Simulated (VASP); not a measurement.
# Cr (Im-3m) in VASP: further runs

Cr is run at these levels: PBEsol; tasks: single point.

Everything below comes from runs of VASP 6.6.1. Logs are shortened: lines on timing, memory, paths and dates and some standing lists are left out, and cuts for length are marked.

### 1 The cell of the first run

It takes space group Im-3m (No. 229, cubic). The conventional cell has a = 2.731 Å, b = 2.731 Å, c = 2.731 Å, α = 90.00°, β = 90.00°, γ = 90.00°. Cr (site symmetry m-3m) has 14 Cr at 2.37 to 2.73 Å within 3.1 Å.

### 2 Single point, PBEsol, collinear spin, ferromagnetic start

Contents of INCAR:

```
SYSTEM = Cr
PREC = Accurate
ENCUT = 500
EDIFF = 1E-6
ISMEAR = -1
SIGMA = 0.05
LREAL = .False.
LASPH = .True.
NELM = 200
ALGO = Normal
ISIF = 2
LWAVE = .False.
LCHARG = .False.
ISPIN = 2
MAGMOM = 3
LORBIT = 11
LMAXMIX = 4
GGA = PS
NBANDS = 16
GGA_COMPAT = .False.
```

Contents of KPOINTS:

```
regular mesh
0
Gamma
  12 12 12
  0 0 0
```

Contents of POSCAR:

```
Cr
1.0
   -1.3655456563      1.3655456563      1.3655456563
    1.3655456563     -1.3655456563      1.3655456563
    1.3655456563      1.3655456563     -1.3655456563
Cr
1
Direct
    0.0000000000      0.0000000000      0.0000000000
```

Potentials or basis: VASP PAW PBE potentials, release 64 (Cr_pv).

On the command line:

```bash
$ cat potpaw_PBE.64/Cr_pv/POTCAR > POTCAR
$ mpirun -np 1 vasp_std > vasp.out
```

OUTCAR:

```text
SYSTEM = Cr
   PREC = Accurate
   ENCUT = 500
   EDIFF = 1E-6
   ISMEAR = -1
   LREAL = .False.
   LASPH = .True.
   NELM = 200
   ISIF = 2
   ISPIN = 2
   LORBIT = 11
   GGA = PS

 ion  position               nearest neighbor table
   1  0.000  0.000  0.000-

  LATTYP: Found a body centered cubic cell.
 ALAT       =     2.7310913126

  Lattice vectors:

 A1 = (  -1.3655456563,   1.3655456563,   1.3655456563)
 A2 = (   1.3655456563,  -1.3655456563,   1.3655456563)
 A3 = (   1.3655456563,   1.3655456563,  -1.3655456563)

Analysis of symmetry for initial positions (statically):
=====================================================================
 Subroutine PRICEL returns:
 Original cell was already a primitive cell.

 Routine SETGRP: Setting up the symmetry group for a
 body centered cubic supercell.

 Subroutine GETGRP returns: Found 48 space group operations
 (whereof 48 operations were pure point group operations)
 out of a pool of 48 trial point group operations.

The static configuration has the point symmetry O_h .

Analysis of symmetry for dynamics (positions and initial velocities):
=====================================================================
 Subroutine PRICEL returns:
 Original cell was already a primitive cell.

 Routine SETGRP: Setting up the symmetry group for a
 body centered cubic supercell.

 Subroutine GETGRP returns: Found 48 space group operations
 (whereof 48 operations were pure point group operations)
 out of a pool of 48 trial point group operations.

The dynamic configuration has the point symmetry O_h .

Analysis of structural, dynamic, and magnetic symmetry:
=====================================================================
 Subroutine PRICEL returns:
 Original cell was already a primitive cell.

 Routine SETGRP: Setting up the symmetry group for a
 body centered cubic supercell.

 Subroutine GETGRP returns: Found 48 space group operations
 (whereof 48 operations were pure point group operations)
 out of a pool of 48 trial point group operations.

The overall configuration has the point symmetry O_h .

 Subroutine INISYM returns: Found 48 space group operations
 (whereof 48 operations are pure point group operations),
 and found     1 'primitive' translations

----------------------------------------------------------------------------------------

                                     Primitive cell

  volume of cell :      10.1854

  direct lattice vectors                    reciprocal lattice vectors
    -1.365545656  1.365545656  1.365545656     0.000000000  0.366153997  0.366153997
     1.365545656 -1.365545656  1.365545656     0.366153997  0.000000000  0.366153997
     1.365545656  1.365545656 -1.365545656     0.366153997  0.366153997  0.000000000

  length of vectors
     2.365194457  2.365194457  2.365194457     0.517819948  0.517819948  0.517819948

  position of ions in fractional coordinates (direct lattice)
     0.000000000  0.000000000  0.000000000

  ion indices of the primitive-cell ions
   primitive index   ion index
                 1           1

----------------------------------------------------------------------------------------

 KPOINTS: regular mesh

Automatic generation of k-mesh.
 Grid dimensions read from file:
 generate k-points for:   12   12   12

 Generating k-lattice:

  Cartesian coordinates                     Fractional coordinates (reciprocal lattice)
     0.000000000  0.030512833  0.030512833     0.083333333  0.000000000  0.000000000
     0.030512833  0.000000000  0.030512833     0.000000000  0.083333333  0.000000000
     0.030512833  0.030512833  0.000000000     0.000000000  0.000000000  0.083333333

  Length of vectors
     0.043151662  0.043151662  0.043151662

  Shift w.r.t. Gamma in fractional coordinates (k-lattice)
     0.000000000  0.000000000  0.000000000

 Subroutine IBZKPT returns following result:
 ===========================================

 Found     72 irreducible k-points:

 Following reciprocal coordinates:
            Coordinates               Weight
  0.000000  0.000000  0.000000      1.000000
  0.083333  0.000000  0.000000     12.000000
  0.166667  0.000000  0.000000     12.000000
  0.250000  0.000000  0.000000     12.000000
  0.333333  0.000000  0.000000     12.000000
  0.416667  0.000000  0.000000     12.000000
[... 16 lines left out ...]
  0.333333  0.083333  0.083333     24.000000
  0.416667  0.083333  0.083333     12.000000
 [... further k-points ...]
   k-points           NKPTS =     72   k-points in BZ     NKDIM =     72   number of bands    NBANDS=     16
   number of dos      NEDOS =    301   number of ions     NIONS =      1
   total plane-waves  NPLWV =   5832
   dimension x,y,z NGX =    18 NGY =   18 NGZ =   18
   dimension x,y,z NGXF=    36 NGYF=   36 NGZF=   36
   ions per type =               1
   NGX,Y,Z   is equivalent  to a cutoff of  12.65, 12.65, 12.65 a.u.
   NGXF,Y,Z  is equivalent  to a cutoff of  25.30, 25.30, 25.30 a.u.
 SYSTEM =  Cr
[... 72 lines left out ...]
      3     -29.6434      1.00000
      4       4.4147      1.00000
      5      11.6477      1.00000
      6      11.6477      1.00000
[... 8 lines left out ...]
     15      44.8073      0.00000
     16      50.6479      0.00000

 k-point     2 :       0.0833    0.0000    0.0000
  band No.  band energies     occupation
      1     -29.7408      1.00000
      2     -29.6722      1.00000
      3     -29.6442      1.00000
      4       4.7554      1.00000
      5      11.5055      1.00000
      6      11.6193      1.00000
[... 8 lines left out ...]
     15      45.4303      0.00000
     16      47.9803      0.00000

 k-point     3 :       0.1667    0.0000    0.0000
  band No.  band energies     occupation
      1     -30.0029      1.00000
      2     -29.7506      1.00000
      3     -29.6468      1.00000
      4       5.6907      1.00000
      5      11.1325      1.00000
      6      11.4669      1.00000
[... 8 lines left out ...]
     15      44.6637      0.00000
     16      45.3527      0.00000
[... 362 lines left out ...]
 k-point    23 :       0.3333    0.0833    0.0833
  band No.  band energies     occupation
      1     -30.8637      1.00000
      2     -30.0882      1.00000
      3     -29.7428      1.00000
      4       8.2331      1.00000
      5       9.8087      1.00000
      6      12.1073      1.00000
[... 8 lines left out ...]
     15      46.9703      0.00000
     16      48.2620      0.00000

 k-point    24 :       0.4167    0.0833    0.0833
  band No.  band energies     occupation
      1     -30.9233      1.00000
      2     -30.1308      1.00000
      3     -29.7459      1.00000
      4       8.1503      1.00000
      5       9.7192      1.00000
      6      12.7087      0.54637
[... 8 lines left out ...]
     15      47.1041      0.00000
     16      47.6323      0.00000

 [... further k-points ...]

 spin component 2

 k-point     1 :       0.0000    0.0000    0.0000
  band No.  band energies     occupation
      1     -29.6434      1.00000
      2     -29.6434      1.00000
      3     -29.6434      1.00000
      4       4.4147      1.00000
      5      11.6477      1.00000
      6      11.6477      1.00000
[... 8 lines left out ...]
     15      44.8073      0.00000
     16      50.6479      0.00000

 k-point     2 :       0.0833    0.0000    0.0000
  band No.  band energies     occupation
      1     -29.7407      1.00000
      2     -29.6722      1.00000
      3     -29.6442      1.00000
      4       4.7554      1.00000
      5      11.5055      1.00000
      6      11.6194      1.00000
[... 8 lines left out ...]
     15      45.4304      0.00000
     16      47.9803      0.00000

 k-point     3 :       0.1667    0.0000    0.0000
  band No.  band energies     occupation
      1     -30.0029      1.00000
      2     -29.7506      1.00000
      3     -29.6467      1.00000
      4       5.6908      1.00000
      5      11.1325      1.00000
      6      11.4669      1.00000
[... 8 lines left out ...]
     15      44.6637      0.00000
     16      45.3528      0.00000
[... 362 lines left out ...]
 k-point    23 :       0.3333    0.0833    0.0833
  band No.  band energies     occupation
      1     -30.8637      1.00000
      2     -30.0882      1.00000
      3     -29.7428      1.00000
      4       8.2331      1.00000
      5       9.8087      1.00000
      6      12.1073      1.00000
[... 8 lines left out ...]
     15      46.9703      0.00000
     16      48.2620      0.00000

 k-point    24 :       0.4167    0.0833    0.0833
  band No.  band energies     occupation
      1     -30.9233      1.00000
      2     -30.1308      1.00000
      3     -29.7459      1.00000
      4       8.1503      1.00000
      5       9.7192      1.00000
      6      12.7087      0.54628
[... 8 lines left out ...]
     15      47.1041      0.00000
     16      47.6324      0.00000

 [... further k-points ...]

------------------------ aborting loop because EDIFF is reached ----------------------------------------

  FORCE on cell =-STRESS in cart. coord.  units (eV):
  Direction    XX          YY          ZZ          XY          YZ          ZX
  --------------------------------------------------------------------------------------
  -------------------------------------------------------------------------------------
  Total        1.8703753      1.8703753      1.8703753     -0.0000000      0.0000000      0.0000000
  in kB      294.2122017    294.2122017    294.2122017     -0.0000000      0.0000000      0.0000000
  external PRESSURE =     294.2122017 kB  Pullay stress =       0.0000000 kB

 VOLUME and BASIS-vectors are now :
 -----------------------------------------------------------------------------
  energy-cutoff  :      500.00
  volume of cell :       10.19
      direct lattice vectors                 reciprocal lattice vectors
    -1.365545656  1.365545656  1.365545656     0.000000000  0.366153997  0.366153997
     1.365545656 -1.365545656  1.365545656     0.366153997  0.000000000  0.366153997
     1.365545656  1.365545656 -1.365545656     0.366153997  0.366153997  0.000000000

 POSITION                                       TOTAL-FORCE (eV/Angst)
 -----------------------------------------------------------------------------------
      0.00000      0.00000      0.00000        -0.000000     -0.000000     -0.000000
 -----------------------------------------------------------------------------------
    total drift:                                0.000000     -0.000000      0.000000

  FREE ENERGIE OF THE ION-ELECTRON SYSTEM (eV)
  ---------------------------------------------------
  free  energy   TOTEN  =       -10.1696175519 eV

  energy  without entropy=      -10.1665081802  energy(sigma->0) =      -10.16806287

 total charge

# of ion       s       p       d       tot
------------------------------------------
    1        0.478   6.490   4.397  11.365

 magnetization (x)

# of ion       s       p       d       tot
------------------------------------------
    1       -0.000   0.000   0.000   0.000
```

Wall time 14 s (1 thread of AMD EPYC 9R45 (Zen 5), shared host); peak memory 0.1 GiB.

What came out:

| Property | Result |
| --- | --- |
| Free energy | -10.1696 eV |
| Pressure | 29.4 GPa |
| Band gap on the k mesh | zero (filled and empty bands overlap) |
| Net moment | 0.00 μB per cell |
| Valence electrons inside the program's atomic spheres | Cr 11.37 |

Caveat: the cell stands under pressure; an empty level that is flat over the whole mesh can mark a ghost state of the potentials, or a narrow d or f band; the PAW data sets were made with another functional, which shifts forces and pressure a little.

### 3 Single point, PBEsol, collinear spin, ferromagnetic start

This run uses another cell than the first one, of 10.46 Å³/atom.

Contents of INCAR:

```
  PREC = Accurate
  ENCUT = 500
  EDIFF = 1E-6
  ISMEAR = -1
  SIGMA = 0.05
  LREAL = False
  LASPH = True
  NELM = 200
  ALGO = Normal
  ISIF = 2
  LWAVE = False
  LCHARG = True
  ISPIN = 2
  MAGMOM = 3
  LORBIT = 11
  LMAXMIX = 4
  GGA = PS
  LELF = True
  LVHAR = True
  NBANDS = 16
  GGA_COMPAT = False
```

Contents of KPOINTS:

```
Automatic mesh
0
Gamma
  12 12 12
```

Contents of POSCAR:

```
Cr
1.0
   -1.3775021347      1.3775021347      1.3775021347
    1.3775021347     -1.3775021347      1.3775021347
    1.3775021347      1.3775021347     -1.3775021347
Cr
1
Direct
    0.0000000000      0.0000000000      0.0000000000
```

Potentials or basis: VASP PAW PBE potentials, release 64 (Cr_pv).

On the command line:

```bash
$ cat potpaw_PBE.64/Cr_pv/POTCAR > POTCAR
$ mpirun -np 1 vasp_std > vasp.out
```

Run time: 14 s. Hardware: 1 thread of AMD EPYC 9R45 (Zen 5), shared host; peak memory 0.1 GiB.

The run converged. Its results:

* Free energy: -10.2109 eV
* Pressure: 19.4 GPa
* Band gap on the k mesh: zero (filled and empty bands overlap)
* Net moment: 0.00 μB per cell
* Valence electrons inside the program's atomic spheres: Cr 11.29

Levels at points of the mesh, in eV from the Fermi level:
Spin up:
```csv
k point,band 2,band 3,band 4,band 5,band 6,band 7,band 8,band 9,band 10,band 11
"(0.00, 0.00, 0.00)",-42.40,-42.40,-8.22,-1.03,-1.03,-1.03,1.28,1.28,7.19,23.06
"(0.50, 0.00, 0.00)",-42.79,-42.41,-4.97,-2.82,1.32,1.41,1.70,3.32,7.19,11.20
"(0.50, 0.50, 0.50)",-43.26,-43.26,-5.00,-5.00,2.86,2.86,2.86,7.19,11.53,11.53
```
Spin down:
```
           k point  band 2  band 3  band 4  band 5  band 6  band 7  band 8  band 9  band 10  band 11
(0.00, 0.00, 0.00)  -42.40  -42.40   -8.22   -1.03   -1.03   -1.03    1.28    1.28     7.19    23.06
(0.50, 0.00, 0.00)  -42.79  -42.41   -4.97   -2.82    1.32    1.41    1.70    3.32     7.19    11.20
(0.50, 0.50, 0.50)  -43.26  -43.26   -5.00   -5.00    2.86    2.86    2.86    7.19    11.53    11.53
```

Caveat: the cell stands under pressure; an empty level that is flat over the whole mesh can mark a ghost state of the potentials, or a narrow d or f band; the PAW data sets were made with another functional, which shifts forces and pressure a little.

### 4 Single point, PBEsol, collinear spin, ferromagnetic start

This run uses another cell than the first one, of 10.76 Å³/atom.

Contents of INCAR:

```
ALGO = Normal ; EDIFF = 1E-6
ENCUT = 500 ; GGA = PS
GGA_COMPAT = F ; ISIF = 2
ISMEAR = -1 ; ISPIN = 2
LASPH = T ; LCHARG = F
LMAXMIX = 4 ; LORBIT = 11
LREAL = F ; LWAVE = F
MAGMOM = 3 ; NBANDS = 16
NELM = 200 ; PREC = Accurate
SIGMA = 0.05
```

Contents of KPOINTS:

```
k-points
0
Gamma
  12 12 12
```

Contents of POSCAR:

```
Cr
1.0
   -1.3909653002      1.3909653002      1.3909653002
    1.3909653002     -1.3909653002      1.3909653002
    1.3909653002      1.3909653002     -1.3909653002
Cr
1
Direct
    0.0000000000      0.0000000000      0.0000000000
```

On the command line:

```bash
$ cat potpaw_PBE.64/Cr_pv/POTCAR > POTCAR
$ mpirun -np 1 vasp_std > vasp.out
```

Run time: 12 s. Hardware: 1 thread of AMD EPYC 9R45 (Zen 5), shared host; peak memory 0.1 GiB.

The run converged. Its results:

* Free energy: -10.2388 eV
* Pressure: 9.2 GPa
* Band gap on the k mesh: zero (filled and empty bands overlap)
* Net moment: 0.00 μB per cell
* Valence electrons inside the program's atomic spheres: Cr 11.22

Levels at points of the mesh, in eV from the Fermi level:
Spin up:
```
           k point  band 4  band 5  band 6  band 7  band 8  band 9
(0.00, 0.00, 0.00)   -8.12   -0.98   -0.98   -0.98    1.24    1.24
(0.50, 0.00, 0.00)   -4.81   -2.70    1.27    1.31    1.63    3.19
(0.50, 0.50, 0.50)   -4.79   -4.79    2.75    2.75    2.75    7.17
```
Spin down:
| k point | band 3 | band 4 | band 5 | band 6 | band 7 | band 8 | band 9 | band 10 |
| --- | --- | --- | --- | --- | --- | --- | --- | --- |
| (0.00, 0.00, 0.00) | -42.45 | -8.12 | -0.98 | -0.98 | -0.98 | 1.24 | 1.24 | 7.17 |
| (0.50, 0.00, 0.00) | -42.46 | -4.81 | -2.70 | 1.27 | 1.31 | 1.63 | 3.19 | 7.17 |
| (0.50, 0.50, 0.50) | -43.23 | -4.79 | -4.79 | 2.75 | 2.75 | 2.75 | 7.17 | 11.24 |

Caveat: the cell stands under pressure; the PAW data sets were made with another functional, which shifts forces and pressure a little.

### 5 Single point, PBEsol, collinear spin, ferromagnetic start

This run uses another cell than the first one, of 10.94 Å³/atom.

Contents of INCAR:

```
PREC     = Accurate       # precision mode
ENCUT    = 500            # plane-wave cutoff, eV
EDIFF    = 1E-6           # SCF threshold, eV
ISMEAR   = -1             # smearing method
SIGMA    = 0.05           # smearing width, eV
LREAL    = F              # projectors in reciprocal space
LASPH    = T              # aspherical terms in the spheres
NELM     = 200            # most SCF steps
ALGO     = Normal         # electronic algorithm
ISIF     = 2              # what is computed and relaxed
LWAVE    = F              # write WAVECAR
LCHARG   = T              # write CHGCAR
ISPIN    = 2              # spin polarisation
MAGMOM   = 3              # initial moments
LORBIT   = 11             # projections on sites
LMAXMIX  = 4              # l up to which the mixer works
GGA      = PS             # functional
LELF     = T              # ELF
LVHAR    = T            
NBANDS   = 16             # bands
GGA_COMPAT= F
```

Contents of KPOINTS:

```
regular mesh
0
Gamma
  12 12 12
```

Contents of POSCAR:

```
Cr
1.0
   -1.3983907607      1.3983907607      1.3983907607
    1.3983907607     -1.3983907607      1.3983907607
    1.3983907607      1.3983907607     -1.3983907607
Cr
1
Direct
    0.0000000000      0.0000000000      0.0000000000
```

On the command line:

```bash
$ cat potpaw_PBE.64/Cr_pv/POTCAR > POTCAR
$ mpirun -np 1 vasp_std > vasp.out
```

Wall time 13 s (1 thread of AMD EPYC 9R45 (Zen 5), shared host); peak memory 0.1 GiB.

Results (log left out):

| Quantity | Value |
| --- | --- |
| Free energy | -10.2464 eV |
| Pressure | 4.2 GPa |
| Band gap on the k mesh | zero (filled and empty bands overlap) |
| Net moment | 0.00 μB per cell |
| Valence electrons inside the program's atomic spheres | Cr 11.18 |

Levels at points of the mesh, in eV from the Fermi level:
Spin up:
```tsv
k point	band 2	band 3	band 4	band 5	band 6	band 7	band 8	band 9	band 10	band 11
(0.00, 0.00, 0.00)	-42.47	-42.47	-8.07	-0.96	-0.96	-0.96	1.22	1.22	7.16	22.71
(0.50, 0.00, 0.00)	-42.81	-42.48	-4.72	-2.64	1.24	1.26	1.60	3.12	7.16	10.61
(0.50, 0.50, 0.50)	-43.22	-43.22	-4.68	-4.68	2.69	2.69	2.69	7.16	11.09	11.09
```
Spin down:
```
           k point  band 3  band 4  band 5  band 6  band 7  band 8  band 9  band 10
(0.00, 0.00, 0.00)  -42.47   -8.07   -0.96   -0.96   -0.96    1.22    1.22     7.16
(0.50, 0.00, 0.00)  -42.48   -4.72   -2.64    1.24    1.26    1.60    3.12     7.16
(0.50, 0.50, 0.50)  -43.22   -4.68   -4.68    2.69    2.69    2.69    7.16    11.09
```

Caveat: the cell stands under pressure; an empty level that is flat over the whole mesh can mark a ghost state of the potentials, or a narrow d or f band; the PAW data sets were made with another functional, which shifts forces and pressure a little.
